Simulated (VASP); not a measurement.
# SrO in VASP: a series of runs, part 2 of 2

VASP 6.6.1.

## (3) Single point, PBE

This run uses another cell than the first one, of 17.29 Å³/atom, 1.017 times its volume.

INCAR

```
SYSTEM = SrO
PREC = Accurate
ENCUT = 520
EDIFF = 1E-7
ISMEAR = 0
SIGMA = 0.02
LREAL = .False.
LASPH = .True.
NELM = 60
ALGO = Normal
ISIF = 2
LWAVE = .False.
LCHARG = .True.
GGA = PE
LELF = .True.
LVHAR = .True.
NBANDS = 24
```

KPOINTS

```
Automatic mesh
0
Gamma
  9 9 4
  0 0 0
```

POSCAR

```
SrO
1.0
    3.5767932952      0.0000000000      0.0000000000
   -1.7883966476      3.0975938577      0.0000000000
    0.0000000000      0.0000000000      6.2429729757
Sr O
2 2
Direct
    0.3333333333      0.6666666667      0.2500000000
    0.6666666667      0.3333333333      0.7500000000
    0.0000000000      0.0000000000      0.0000000000
    0.0000000000      0.0000000000      0.5000000000
```

Potentials or basis: VASP PAW PBE potentials, release 64 (Sr_sv, O).

On the command line:

```sh
$ cat potpaw_PBE.64/Sr_sv/POTCAR potpaw_PBE.64/O/POTCAR > POTCAR
$ mpirun -np 1 vasp_std > vasp.out
```

OUTCAR:

```text
SYSTEM = SrO
   PREC = Accurate
   ENCUT = 520
   EDIFF = 1E-7
   ISMEAR = 0
   LREAL = .False.
   LASPH = .True.
   NELM = 60
   ISIF = 2
   GGA = PE

 ion  position               nearest neighbor table
   1  0.333  0.667  0.250-   3 2.59   4 2.59   3 2.59   4 2.59   3 2.59   4 2.59   2 3.74   2 3.74
                             2 3.74   2 3.74   2 3.74   2 3.74
   2  0.667  0.333  0.750-   3 2.59   4 2.59   3 2.59   4 2.59   3 2.59   4 2.59   1 3.74   1 3.74
                             1 3.74   1 3.74   1 3.74   1 3.74
   3  0.000  0.000  0.000-   1 2.59   2 2.59   1 2.59   2 2.59   2 2.59   1 2.59
   4  0.000  0.000  0.500-   1 2.59   2 2.59   1 2.59   2 2.59   2 2.59   1 2.59
[... 854 lines left out ...]
  -------------------------------------------------------------------------------------
  Total        0.2293903      0.2293903      0.2209686      0.0000000     -0.0000000      0.0000000
  in kB        5.3134414      5.3134414      5.1183669      0.0000000     -0.0000000      0.0000000
  external PRESSURE =       5.2484166 kB  Pullay stress =       0.0000000 kB

 VOLUME and BASIS-vectors are now :
 -----------------------------------------------------------------------------
  energy-cutoff  :      520.00
  volume of cell :       69.17
      direct lattice vectors                 reciprocal lattice vectors
     3.576793295  0.000000000  0.000000000     0.279580036  0.161415609  0.000000000
    -1.788396648  3.097593858  0.000000000     0.000000000  0.322831219  0.000000000
     0.000000000  0.000000000  6.242972976     0.000000000  0.000000000  0.160180094

 POSITION                                       TOTAL-FORCE (eV/Angst)
 -----------------------------------------------------------------------------------
     -0.00000      2.06506      1.56074        -0.000000      0.000000      0.000000
      1.78840      1.03253      4.68223         0.000000      0.000000      0.000000
      0.00000      0.00000      0.00000         0.000000      0.000000      0.000000
      0.00000      0.00000      3.12149         0.000000      0.000000      0.000000
 -----------------------------------------------------------------------------------
    total drift:                               -0.000000      0.000000     -0.000000

  FREE ENERGIE OF THE ION-ELECTRON SYSTEM (eV)
  ---------------------------------------------------
  free  energy   TOTEN  =       -23.7479603932 eV

  energy  without entropy=      -23.7479603932  energy(sigma->0) =      -23.74796039
```

OSZICAR:

```text
N       E                     dE             d eps       ncg     rms          rms(c)
DAV:   1     0.170120795225E+03    0.17012E+03   -0.16035E+04  1728   0.126E+03
DAV:   2    -0.181463666463E+02   -0.18827E+03   -0.17701E+03  2456   0.283E+02
DAV:   3    -0.281547916336E+02   -0.10008E+02   -0.99444E+01  2656   0.572E+01
DAV:   4    -0.284097451562E+02   -0.25495E+00   -0.25488E+00  2272   0.726E+00
DAV:   5    -0.284115409301E+02   -0.17958E-02   -0.17957E-02  2416   0.716E-01    0.221E+01
DAV:   6    -0.239585081830E+02    0.44530E+01   -0.19726E+01  1856   0.244E+01    0.263E+01
DAV:   7    -0.238218036376E+02    0.13670E+00   -0.15404E+00  2488   0.666E+00    0.173E+01
DAV:   8    -0.237593193995E+02    0.62484E-01   -0.62650E-01  1784   0.522E+00    0.194E+00
DAV:   9    -0.237448638259E+02    0.14456E-01   -0.68420E-02  2568   0.177E+00    0.496E-01
DAV:  10    -0.237473113814E+02   -0.24476E-02   -0.73705E-03  2096   0.480E-01    0.195E-01
DAV:  11    -0.237478730686E+02   -0.56169E-03   -0.16299E-03  2008   0.224E-01    0.398E-02
DAV:  12    -0.237479630977E+02   -0.90029E-04   -0.19128E-04  2384   0.749E-02    0.488E-02
DAV:  13    -0.237479603467E+02    0.27511E-05   -0.19649E-05  1968   0.314E-02    0.850E-03
DAV:  14    -0.237479608424E+02   -0.49568E-06   -0.24983E-06  2376   0.893E-03    0.412E-03
DAV:  15    -0.237479604323E+02    0.41003E-06   -0.61011E-07  1872   0.486E-03    0.779E-04
DAV:  16    -0.237479603932E+02    0.39086E-07   -0.49162E-08  1376   0.142E-03
   1 F= -.23747960E+02 E0= -.23747960E+02  d E =-.351635E-26
```

Run time: 66 s. Hardware: 1 thread of Intel Xeon Platinum 8259CL at 2.50GHz (Skylake/Cascade Lake), shared host; peak memory 0.21 GiB.

Results:

- Free energy: -23.7480 eV
- Pressure: 0.5 GPa
- Band gap on the k mesh: 2.97 eV, direct

Levels at points of the mesh, in eV from the valence-band top:
| k point | band 12 | band 13 | band 14 | band 15 | band 16 | band 17 | band 18 | band 19 | band 20 | band 21 |
| --- | --- | --- | --- | --- | --- | --- | --- | --- | --- | --- |
| (0.00, 0.00, 0.00) | -1.02 | -1.02 | -0.77 | -0.77 | 0.00 | 2.97 | 4.97 | 5.11 | 6.12 | 6.12 |
| (0.00, 0.00, 0.50) | -1.61 | -0.92 | -0.92 | -0.92 | -0.92 | 4.59 | 4.59 | 5.88 | 5.88 | 7.08 |

A k mesh can miss the band edges. A hybrid or GW would open this gap; PBE tends to underestimate it.

## (4) Single point, PBEsol

This run uses another cell than the first one, of 17.29 Å³/atom, 1.017 times its volume.

INCAR

```
PREC = Accurate
ENCUT = 520
EDIFF = 1E-7
ISMEAR = 0
SIGMA = 0.02
LREAL = F
LASPH = T
NELM = 60
ALGO = Normal
ISIF = 2
LWAVE = F
LCHARG = T
GGA = PS
LELF = T
LVHAR = T
NBANDS = 24
```

KPOINTS

```
regular mesh
0
Gamma
  9 9 4
```

POSCAR is that of step 3.

On the command line:

```sh
$ cat potpaw_PBE.64/Sr_sv/POTCAR potpaw_PBE.64/O/POTCAR > POTCAR
$ mpirun -np 1 vasp_std > vasp.out
```

It took 63 s on 1 thread of Intel Xeon Platinum 8259CL at 2.50GHz (Skylake/Cascade Lake), shared host; peak memory 0.2 GiB.

It converged, with:

```
Free energy            : -24.9298 eV
Pressure               : -3.2 GPa
Band gap on the k mesh : 2.82 eV, direct
```

Stress tensor (GPa, compression positive):
```
-3.04  0.00  0.00
 0.00 -3.04  0.00
 0.00  0.00 -3.41
```

Levels at points of the mesh, in eV from the valence-band top:
```
           k point  band 14  band 15  band 16  band 17  band 18  band 19
(0.00, 0.00, 0.00)    -0.77    -0.77     0.00     2.82     4.89     5.04
(0.00, 0.00, 0.50)    -0.93    -0.93    -0.93     4.48     4.48     5.80
```

Caveat: the PAW data sets were made with another functional, which shifts forces and pressure a little. A k mesh can miss the band edges.

## (5) The runs side by side

```csv
level,cell,k mesh,gap on the mesh (eV),pressure (GPa)
PBE,"a = 3.553, b = 3.553, c = 6.217 Å, angles 90.0, 90.0, 120.0°, 4 atoms",9 × 9 × 6,3.07,2.1
PBE,"a = 3.577, b = 3.577, c = 6.243 Å, angles 90.0, 90.0, 120.0°, 4 atoms",9 × 9 × 4,2.97,0.5
PBEsol,"a = 3.577, b = 3.577, c = 6.243 Å, angles 90.0, 90.0, 120.0°, 4 atoms",9 × 9 × 4,2.82,-3.2
```

Alike in all rows: task single point; potentials or basis VASP PAW PBE potentials, release 64 (Sr_sv, O); no spin polarisation; cutoff (eV) 520; smearing gaussian 0.02 eV.

Caveats: the PAW data sets were made with another functional, which shifts forces and pressure a little (some runs).

Total energies depend on the potentials used, so only differences within one code and one set of settings carry meaning.
